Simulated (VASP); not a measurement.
# NbAs (I4_1md) in VASP: a series of runs

NbAs is run at these levels: LDA; tasks: electric field gradients.

Everything below comes from runs of VASP 6.6.1. Logs are shortened: lines on timing, memory, paths and dates and some standing lists are left out, and cuts for length are marked.

## (1) The cell of the first run

Symmetry: I4_1md, No. 109, tetragonal system. Conventional cell: a = 3.440 Å, b = 3.440 Å, c = 11.641 Å, α = 90.00°, β = 90.00°, γ = 90.00°. Nb (site symmetry 2mm) has 6 As at 2.59 to 2.62 Å and 8 Nb at 3.38 to 3.44 Å within 3.5 Å. Within 3.5 Å of As (site symmetry 2mm) lie 6 Nb at 2.59 to 2.62 Å and 8 As at 3.38 to 3.44 Å.

## (2) Electric field gradients, LDA (17.22 Å³/atom)

INCAR

```
ALGO = Normal
EDIFF = 1E-8
ENCUT = 520
ISIF = 2
ISMEAR = -1
LASPH = True
LCHARG = False
LEFG = True
LREAL = False
LWAVE = False
NBANDS = 26
NELM = 100
PREC = Accurate
SIGMA = 0.08
```

KPOINTS

```
k-points
0
Gamma
  15 15 15
```

POSCAR

```
NbAs
1.0
   -1.7200778833      1.7200778833      5.8204680815
    1.7200778833     -1.7200778833      5.8204680815
    1.7200778833      1.7200778833     -5.8204680815
Nb As
2 2
Direct
    0.7500000000      0.7500000000      0.0000000000
    0.5000000000      0.0000000000      0.5000000000
    0.1660000000      0.1660000000      0.0000000000
    0.9160000000      0.4160000000      0.5000000000
```

Potentials or basis: VASP PAW LDA potentials, release 64 (Nb_sv, As).

Command:

```
> cat potpaw_LDA.64/Nb_sv/POTCAR potpaw_LDA.64/As/POTCAR > POTCAR
> mpirun -np 1 vasp_std > vasp.out
```

OUTCAR:

```text
EDIFF = 1E-8
   ENCUT = 520
   ISIF = 2
   ISMEAR = -1
   LASPH = True
   LREAL = False
   NELM = 100
   PREC = Accurate

 ion  position               nearest neighbor table
   1  0.750  0.750  0.000-   4 2.59   4 2.59   3 2.62   3 2.62   3 2.62   3 2.62
   2  0.500  0.000  0.500-   3 2.59   3 2.59   4 2.62   4 2.62   4 2.62   4 2.62
   3  0.166  0.166  0.000-   2 2.59   2 2.59   1 2.62   1 2.62   1 2.62   1 2.62
   4  0.916  0.416  0.500-   1 2.59   1 2.59   2 2.62   2 2.62   2 2.62   2 2.62

  LATTYP: Found a body centered tetragonal cell.
 ALAT       =     3.4401557666
 C/A-ratio  =     3.3838398470

  Lattice vectors:

 A1 = (  -1.7200778833,   1.7200778833,   5.8204680815)
 A2 = (   1.7200778833,  -1.7200778833,   5.8204680815)
 A3 = (   1.7200778833,   1.7200778833,  -5.8204680815)

Analysis of symmetry for initial positions (statically):
=====================================================================
 Subroutine PRICEL returns:
 Original cell was already a primitive cell.

 Routine SETGRP: Setting up the symmetry group for a
 body centered tetragonal supercell.

 Subroutine GETGRP returns: Found  8 space group operations
 (whereof  4 operations were pure point group operations)
 out of a pool of 16 trial point group operations.

The static configuration has the point symmetry C_2v.
 The point group associated with its full space group is C_4v.

Analysis of symmetry for dynamics (positions and initial velocities):
=====================================================================
 Subroutine PRICEL returns:
 Original cell was already a primitive cell.

 Routine SETGRP: Setting up the symmetry group for a
 body centered tetragonal supercell.

 Subroutine GETGRP returns: Found  8 space group operations
 (whereof  4 operations were pure point group operations)
 out of a pool of 16 trial point group operations.

The dynamic configuration has the point symmetry C_2v.
 The point group associated with its full space group is C_4v.

 Subroutine INISYM returns: Found  8 space group operations
 (whereof  4 operations are pure point group operations),
 and found     1 'primitive' translations

----------------------------------------------------------------------------------------

                                     Primitive cell

  volume of cell :      68.8833

  direct lattice vectors                    reciprocal lattice vectors
    -1.720077883  1.720077883  5.820468081     0.000000000  0.290684512  0.085903744
     1.720077883 -1.720077883  5.820468081     0.290684512  0.000000000  0.085903744
     1.720077883  1.720077883 -5.820468081     0.290684512  0.290684512  0.000000000

  length of vectors
     6.308342456  6.308342456  6.308342456     0.303112089  0.303112089  0.411089979

  position of ions in fractional coordinates (direct lattice)
     0.750000000  0.750000000  0.000000000
     0.500000000  0.000000000  0.500000000
     0.166000000  0.166000000  0.000000000
     0.916000000  0.416000000  0.500000000

  ion indices of the primitive-cell ions
   primitive index   ion index
                 1           1
                 2           2
                 3           3
                 4           4

----------------------------------------------------------------------------------------

 KPOINTS: k-points

Automatic generation of k-mesh.
 Grid dimensions read from file:
 generate k-points for:   15   15   15

 Generating k-lattice:

  Cartesian coordinates                     Fractional coordinates (reciprocal lattice)
     0.000000000  0.019378967  0.005726916     0.066666667  0.000000000  0.000000000
     0.019378967  0.000000000  0.005726916     0.000000000  0.066666667  0.000000000
     0.019378967  0.019378967  0.000000000     0.000000000  0.000000000  0.066666667

  Length of vectors
     0.020207473  0.020207473  0.027405999

  Shift w.r.t. Gamma in fractional coordinates (k-lattice)
     0.000000000  0.000000000  0.000000000

 Subroutine IBZKPT returns following result:
 ===========================================

 Found    288 irreducible k-points:

 Following reciprocal coordinates:
            Coordinates               Weight
  0.000000  0.000000  0.000000      1.000000
  0.066667  0.000000  0.000000      8.000000
  0.133333 -0.000000  0.000000      8.000000
  0.200000  0.000000  0.000000      8.000000
  0.266667 -0.000000  0.000000      8.000000
  0.333333 -0.000000  0.000000      8.000000
[... 16 lines left out ...]
  0.133333  0.133333  0.000000      8.000000
  0.200000  0.133333  0.000000     16.000000
 [... further k-points ...]
   k-points           NKPTS =    288   k-points in BZ     NKDIM =    288   number of bands    NBANDS=     26
   number of dos      NEDOS =    301   number of ions     NIONS =      4
   total plane-waves  NPLWV = 110592
   dimension x,y,z NGX =    48 NGY =   48 NGZ =   48
   dimension x,y,z NGXF=    96 NGYF=   96 NGZF=   96
   ions per type =               2   2
   NGX,Y,Z   is equivalent  to a cutoff of  12.65, 12.65, 12.65 a.u.
   NGXF,Y,Z  is equivalent  to a cutoff of  25.30, 25.30, 25.30 a.u.
 SYSTEM =  unknown system
   PREC   = accura    normal or accurate (medium, high low for compatibility)
   ISTART =      0    job   : 0-new  1-cont  2-samecut
   ICHARG =      2    charge: 1-file 2-atom 10-const
   ISPIN  =      1    spin polarized calculation?
   LNONCOLLINEAR =      F non collinear calculations
   LSORBIT =      F    spin-orbit coupling
   LASPH  =      T    aspherical Exc in radial PAW
   ENCUT  =  520.0 eV  38.22 Ry    6.18 a.u.  11.73 11.73 11.73*2*pi/ulx,y,z
   NELM   =    100;   NELMIN=  2; NELMDL= -5     # of ELM steps
   EDIFF  = 0.1E-07   stopping-criterion for ELM
   LREAL  =      F    real-space projection
   EDIFFG = 0.1E-06   stopping-criterion for IOM
   NSW    =      0    number of steps for IOM
   IBRION =     -1    ionic relax: 0-MD 1-quasi-New 2-CG
   NFREE  =      0    steps in history (QN), initial steepest desc. (CG)
   ISIF   =      2    stress and relaxation
   ISYM   =      2    0-nonsym 1-usesym 2-fastsym
   POTIM  = 0.5000    time-step for ionic-motion
   TEBEG  =    0.0;   TEEND  =   0.0 temperature during run
   PSTRESS=    0.0 pullay stress
   NELECT =      36.0000    total number of electrons
   NUPDOWN=      -1.0000    fix difference up-down
   EMIN   =  10.00;   EMAX   =-10.00  energy-range for DOS
   EFERMI =   0.00;   METHOD = LEGACY
   ISMEAR =    -1;   SIGMA  =   0.08  broadening in eV -4-tet -1-fermi 0-gaus
   EFERMI_NEDOS =   21; number of points for ismear=-14 and -15
   IALGO  =     38    algorithm
   IMIX   =      4    mixing-type and parameters
     AMIX     =   0.40;   BMIX     =  1.00
     AMIX_MAG =   1.60;   BMIX_MAG =  1.00
  volume/ion in A,a.u.               =      17.22       116.21
  Fermi-wavevector in a.u.,A,eV,Ry     =   1.318675  2.491934 23.659206  1.738903
  Thomas-Fermi vector in A             =   2.448627
   LORBIT       =      0    0 simple, 1 ext, 2 COOP (PROOUT), +10 PAW based schemes
   GGA     = CA    functional components
   LHFCALC =     F    Hartree Fock is set to
   AEXX    =    0.0000 exact exchange contribution
   IVDW    =     0    specifies the selected vdW correction
   LEPSILON=     F    determine dielectric tensor
   LRPA    =     F    only Hartree local field effects (RPA)
 non-spin polarized calculation
  energy-cutoff  :      520.00
  volume of cell :       68.88
 maximum number of plane-waves:      1877
   NGX = 23   NGY = 23   NGZ = 23

 number of electron      35.9999999 magnetization

 Free energy of the ion-electron system (eV)
  ---------------------------------------------------
  ext. energy  EPLUGINS =         0.00000000
  ---------------------------------------------------
  free energy    TOTEN  =       -36.36266521 eV

  energy without entropy =      -36.34783057  energy(sigma->0) =      -36.35524789

 E-fermi :   9.6808     XC(G=0): -12.0659

 val. band max:        9.6792596289   @ k =  -0.3333   0.4667   0.3333
 cond. band min:       9.6898996643   @ k =  -0.0667   0.4667   0.0667
 fundamental gap:      0.0106400354
 Fermi energy:         9.6807561186

 k-point     1 :       0.0000    0.0000    0.0000
  band No.  band energies     occupation
      1     -45.0890      2.00000
      2     -45.0582      2.00000
      3     -21.4912      2.00000
      4     -21.3718      2.00000
      5     -21.3718      2.00000
      6     -21.2051      2.00000
[... 685 lines left out ...]
     25      13.9903      0.00000
     26      14.6226      0.00000

 [... further k-points ...]
[... 5 lines left out ...]
  --------------------------------------------------------------------------------------
  -------------------------------------------------------------------------------------
  Total       -1.6984267     -1.6984267     -1.1632381      0.0000000      0.0000000      0.0000000
  in kB      -39.5041987    -39.5041987    -27.0560914      0.0000000      0.0000000      0.0000000
  external PRESSURE =     -35.3548296 kB  Pullay stress =       0.0000000 kB

 VOLUME and BASIS-vectors are now :
 -----------------------------------------------------------------------------
  energy-cutoff  :      520.00
  volume of cell :       68.88
      direct lattice vectors                 reciprocal lattice vectors
    -1.720077883  1.720077883  5.820468081     0.000000000  0.290684512  0.085903744
     1.720077883 -1.720077883  5.820468081     0.290684512  0.000000000  0.085903744
     1.720077883  1.720077883 -5.820468081     0.290684512  0.290684512  0.000000000

 POSITION                                       TOTAL-FORCE (eV/Angst)
 -----------------------------------------------------------------------------------
      0.00000      0.00000      8.73070        -0.000000      0.000000     -0.288511
      0.00000      1.72008      0.00000         0.000000     -0.000000     -0.288511
      0.00000      0.00000      1.93240         0.000000      0.000000      0.288511
      0.00000      1.72008      4.84263         0.000000      0.000000      0.288511
 -----------------------------------------------------------------------------------
    total drift:                               -0.000000     -0.000000     -0.000036

  FREE ENERGIE OF THE ION-ELECTRON SYSTEM (eV)
  ---------------------------------------------------
  free  energy   TOTEN  =       -36.3626652091 eV

  energy  without entropy=      -36.3478305744  energy(sigma->0) =      -36.35524789

 Electric field gradients (V/A^2)
---------------------------------------------------------------------
 ion       V_xx      V_yy      V_zz      V_xy      V_xz      V_yz
---------------------------------------------------------------------
   1      16.216   -14.370    -1.846    -0.000    -0.000    -0.000
   2     -14.370    16.216    -1.846    -0.000    -0.000    -0.000
   3      -0.802   -24.710    25.512     0.000    -0.000    -0.000
   4     -24.710    -0.802    25.512     0.000    -0.000    -0.000
---------------------------------------------------------------------

 Electric field gradients after diagonalization (V/A^2)
 (convention: |V_zz| > |V_xx| > |V_yy|)
----------------------------------------------------------------------
 ion       V_xx      V_yy      V_zz     asymmetry (V_yy - V_xx)/ V_zz
----------------------------------------------------------------------
   1     -14.370    -1.846    16.216       0.772
   2     -14.370    -1.846    16.216       0.772
   3     -24.710    -0.802    25.512       0.937
   4     -24.710    -0.802    25.512       0.937
----------------------------------------------------------------------

           NMR quadrupolar parameters

 Cq : quadrupolar parameter    Cq=e*Q*V_zz/h
 eta: asymmetry parameters     (V_yy - V_xx)/ V_zz
 Q  : nuclear electric quadrupole moment in mb (millibarn)
----------------------------------------------------------------------
 ion       Cq(MHz)       eta       Q (mb)
----------------------------------------------------------------------
   1       0.039       0.772       1.000
   2       0.039       0.772       1.000
   3       0.062       0.937       1.000
   4       0.062       0.937       1.000
----------------------------------------------------------------------
```

Run time: 20 min. Hardware: 1 thread of AMD EPYC 7R13 (Zen 3), shared host; peak memory 0.56 GiB.

Results:

```yaml
Free_energy: -36.3627 eV
Pressure: -3.5 GPa
Largest_force: 0.289 eV/Å
Band_gap_on_the_k_mesh: zero (bands 18 and 19 overlap by 0.04 eV)
Largest_electric_field_gradient_by_atom: Nb +16.2; As +25.5 V/Å²
```

Forces on the atoms (eV/Å):
```
Nb   0.000  0.000 -0.289
Nb   0.000  0.000 -0.289
As   0.000  0.000  0.289
As   0.000  0.000  0.289
```

Stress tensor (GPa, compression positive):
```
-3.95  0.00  0.00
 0.00 -3.95  0.00
 0.00  0.00 -2.71
```

Electric field gradients, principal values (V/Å²):
| atom | least | middle | greatest (by size) |
| --- | --- | --- | --- |
| 1 Nb | -1.846 | -14.370 | 16.216 |
| 2 Nb | -1.846 | -14.370 | 16.216 |
| 3 As | -0.802 | -24.710 | 25.512 |
| 4 As | -0.802 | -24.710 | 25.512 |

Caveat: the cell stands under tension; without QUAD_EFG the Cq values of the log hold for a quadrupole moment of 1 mb, not for the nuclei.

## (3) Electric field gradients, LDA (17.57 Å³/atom)

This run uses another cell than the first one, of 17.57 Å³/atom.

INCAR

```
SYSTEM = NbAs
ALGO = Normal
EDIFF = 1E-8
ENCUT = 520
GGA = CA
ISIF = 2
ISMEAR = -1
LASPH = .True.
LCHARG = .False.
LEFG = .True.
LREAL = .False.
LWAVE = .False.
NBANDS = 26
NELM = 80
PREC = Accurate
SIGMA = 0.08
```

KPOINTS

```
k-points
0
Gamma
  15 15 15
  0 0 0
```

POSCAR

```
NbAs
1.0
   -1.7315837630      1.7315837630      5.8594021359
    1.7315837630     -1.7315837630      5.8594021359
    1.7315837630      1.7315837630     -5.8594021359
Nb As
2 2
Direct
    0.7500000000      0.7500000000      0.0000000000
    0.5000000000      0.0000000000      0.5000000000
    0.1660000000      0.1660000000      0.0000000000
    0.9160000000      0.4160000000      0.5000000000
```

Potentials or basis: VASP PAW LDA potentials, release 64 (Nb_sv, As).

Command:

```
> cat potpaw_LDA.64/Nb_sv/POTCAR potpaw_LDA.64/As/POTCAR > POTCAR
> mpirun -np 1 vasp_std > vasp.out
```

OUTCAR:

```text
SYSTEM = NbAs
   EDIFF = 1E-8
   ENCUT = 520
   GGA = CA
   ISIF = 2
   ISMEAR = -1
   LASPH = .True.
   LREAL = .False.
   NELM = 80
   PREC = Accurate

 ion  position               nearest neighbor table
   1  0.750  0.750  0.000-   4 2.60   4 2.60   3 2.64   3 2.64   3 2.64   3 2.64
   2  0.500  0.000  0.500-   3 2.60   3 2.60   4 2.64   4 2.64   4 2.64   4 2.64
   3  0.166  0.166  0.000-   2 2.60   2 2.60   1 2.64   1 2.64   1 2.64   1 2.64
   4  0.916  0.416  0.500-   1 2.60   1 2.60   2 2.64   2 2.64   2 2.64   2 2.64

  LATTYP: Found a body centered tetragonal cell.
 ALAT       =     3.4631675260
 C/A-ratio  =     3.3838398471

  Lattice vectors:
[... 925 lines left out ...]
 ion       V_xx      V_yy      V_zz      V_xy      V_xz      V_yz
---------------------------------------------------------------------
   1      16.360   -13.724    -2.636    -0.000     0.000     0.000
   2     -13.724    16.360    -2.636    -0.000     0.000     0.000
   3      -1.014   -23.530    24.544     0.000    -0.000    -0.000
   4     -23.530    -1.014    24.544     0.000    -0.000    -0.000
---------------------------------------------------------------------

 Electric field gradients after diagonalization (V/A^2)
 (convention: |V_zz| > |V_xx| > |V_yy|)
----------------------------------------------------------------------
 ion       V_xx      V_yy      V_zz     asymmetry (V_yy - V_xx)/ V_zz
----------------------------------------------------------------------
   1     -13.724    -2.636    16.360       0.678
   2     -13.724    -2.636    16.360       0.678
   3     -23.530    -1.014    24.544       0.917
   4     -23.530    -1.014    24.544       0.917
----------------------------------------------------------------------

           NMR quadrupolar parameters

 Cq : quadrupolar parameter    Cq=e*Q*V_zz/h
 eta: asymmetry parameters     (V_yy - V_xx)/ V_zz
 Q  : nuclear electric quadrupole moment in mb (millibarn)
----------------------------------------------------------------------
 ion       Cq(MHz)       eta       Q (mb)
----------------------------------------------------------------------
   1       0.040       0.678       1.000
   2       0.040       0.678       1.000
   3       0.059       0.917       1.000
   4       0.059       0.917       1.000
----------------------------------------------------------------------
```

OSZICAR:

```text
N       E                     dE             d eps       ncg     rms          rms(c)
DAV:   1     0.369957779011E+03    0.36996E+03   -0.18645E+04 14976   0.137E+03
DAV:   2    -0.646754901853E+01   -0.37643E+03   -0.36536E+03 18972   0.542E+02
DAV:   3    -0.364755568213E+02   -0.30008E+02   -0.29559E+02 27792   0.116E+02
DAV:   4    -0.382788999636E+02   -0.18033E+01   -0.17918E+01 23760   0.218E+01
DAV:   5    -0.383599404386E+02   -0.81040E-01   -0.80976E-01 26248   0.513E+00    0.109E+01
DAV:   6    -0.363642371026E+02    0.19957E+01   -0.67631E+00 24320   0.190E+01    0.310E+00
DAV:   7    -0.363368807029E+02    0.27356E-01   -0.42377E-01 23784   0.408E+00    0.189E+00
DAV:   8    -0.363182084464E+02    0.18672E-01   -0.66229E-02 22952   0.138E+00    0.380E-01
DAV:   9    -0.363180060382E+02    0.20241E-03   -0.56495E-03 26360   0.502E-01    0.207E-01
DAV:  10    -0.363180016252E+02    0.44130E-05   -0.12013E-03 22472   0.308E-01    0.313E-02
DAV:  11    -0.363179880552E+02    0.13570E-04   -0.68451E-05 22968   0.806E-02    0.126E-02
DAV:  12    -0.363179874606E+02    0.59465E-06   -0.41758E-06 23904   0.192E-02    0.338E-03
DAV:  13    -0.363179874510E+02    0.96056E-08   -0.15112E-07 23920   0.332E-03    0.994E-04
DAV:  14    -0.363179874444E+02    0.65988E-08   -0.53331E-08 19976   0.254E-03
   1 F= -.36317987E+02 E0= -.36310298E+02  d E =-.153785E-01
```

It took 18 min on 1 thread of Intel Xeon Platinum 8375C at 2.90GHz (Ice Lake), shared host; peak memory 0.61 GiB.

Results:

| Property | Result |
| --- | --- |
| Free energy | -36.3180 eV |
| Pressure | -6.8 GPa |
| Largest force | 0.263 eV/Å |
| Band gap on the k mesh | zero (bands 18 and 19 overlap by 0.03 eV) |
| Largest electric field gradient by atom | Nb +16.4; As +24.5 V/Å² |

Forces on the atoms (eV/Å):
```
Nb   0.000  0.000 -0.263
Nb   0.000  0.000 -0.263
As   0.000  0.000  0.263
As   0.000  0.000  0.263
```

Levels at points of the mesh, in eV from the Fermi level:
```tsv
k point	band 15	band 16	band 17	band 18	band 19	band 20	band 21	band 22
(0.00, 0.00, 0.00)	-1.99	-1.64	-1.36	-1.36	0.72	1.28	2.38	2.98
```

Electric field gradients, principal values (V/Å²):
```
atom   least   middle  greatest (by size)
1 Nb  -2.636  -13.724              16.360
2 Nb  -2.636  -13.724              16.360
3 As  -1.014  -23.530              24.544
4 As  -1.014  -23.530              24.544
```

Caveat: the cell stands under tension; without QUAD_EFG the Cq values of the log hold for a quadrupole moment of 1 mb, not for the nuclei.

(Continued in part 2 of 3.)
